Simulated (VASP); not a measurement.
A run of VASP 6.6.1 is set up as follows.

Contents of INCAR:

```
SYSTEM = Re
ALGO = Normal
EDIFF = 1E-6
ENCUT = 520
ISIF = 2
ISMEAR = -1
LASPH = .TRUE.
LCHARG = .FALSE.
LREAL = .FALSE.
LWAVE = .FALSE.
NBANDS = 14
NELM = 100
PREC = Accurate
SIGMA = 0.08
```

File KPOINTS:

```
k-points
0
G
  18 18 10
  0 0 0
```

The input POSCAR:

```
Re
1.0
    2.6233866484      0.0000000000      0.0000000000
   -1.3116933242      2.2719194815      0.0000000000
    0.0000000000      0.0000000000      4.2329553620
Re
2
Direct
    0.3333333333      0.6666666667      0.2500000000
    0.6666666667      0.3333333333      0.7500000000
```

Potentials or basis: VASP PAW LDA potentials, release 64 (Re).

Command:

```console
$ cat potpaw_LDA.64/Re/POTCAR > POTCAR
$ mpirun -np 1 vasp_std > vasp.out
```

Task: Estimate the band gap on the k mesh.

Result: Zero (bands 7 and 8 overlap by 4.42 eV).

Task: Estimate the pressure.

Result: 72.4 GPa.

Stress tensor (GPa, compression positive):
```
72.49  0.00  0.00
 0.00 72.49  0.00
 0.00  0.00 72.30
```

Caveat: the cell stands under pressure; spin-orbit coupling is left out, which moves the levels of the heavy elements.
